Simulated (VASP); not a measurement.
Here is a VASP 6.6.1 calculation.

Contents of INCAR:

```
SYSTEM = Pb3F2
PREC     = Accurate       ! precision mode
ENCUT    = 520            ! plane-wave cutoff, eV
EDIFF    = 1E-6           ! SCF threshold, eV
ISMEAR   = -1             ! smearing method
SIGMA    = 0.1            ! smearing width, eV
LREAL    = .FALSE.        ! projectors in reciprocal space
LASPH    = .TRUE.         ! aspherical terms in the spheres
NELM     = 80             ! most SCF steps
ALGO     = Normal         ! electronic algorithm
ISIF     = 2              ! what is computed and relaxed
LWAVE    = .FALSE.        ! write WAVECAR
LCHARG   = .FALSE.        ! write CHGCAR
GGA      = PE             ! functional
NBANDS   = 67             ! bands
```

The input KPOINTS:

```
Automatic mesh
0
G
  3 3 4
  0 0 0
```

The input POSCAR:

```
Pb3F2
1.0
    7.5773060000      0.0000000000      0.0000000000
    0.0000000000      7.5773060000      0.0000000000
    0.0000000000      0.0000000000      4.4221330000
Pb F
6 4
Direct
    0.3714000000      0.8714000000      0.5000000000
    0.1286000000      0.3714000000      0.5000000000
    0.6286000000      0.1286000000      0.5000000000
    0.8714000000      0.6286000000      0.5000000000
    0.0000000000      0.0000000000      0.5000000000
    0.5000000000      0.5000000000      0.5000000000
    0.1734000000      0.6734000000      0.0000000000
    0.3266000000      0.1734000000      0.0000000000
    0.8266000000      0.3266000000      0.0000000000
    0.6734000000      0.8266000000      0.0000000000
```

Potentials or basis: VASP PAW PBE potentials, release 64 (Pb_d, F).

Command:

```bash
$ cat potpaw_PBE.64/Pb_d/POTCAR potpaw_PBE.64/F/POTCAR > POTCAR
$ mpirun -np 1 vasp_std > vasp.out
```

(1) Estimate the band gap on the k mesh.

(2) Predict the pressure.

(3) Estimate the largest force.

Results:

(1) zero (bands 56 and 57 overlap by 1.65 eV).

(2) 1.4 GPa.

(3) 1.841 eV/Å.

Caveat: the stress differs along the axes, from -6 to 5 GPa; spin-orbit coupling is left out, which moves the levels of the heavy elements; forces of over 1 eV/Å act on the atoms, so gaps and moduli don't describe the material at rest.
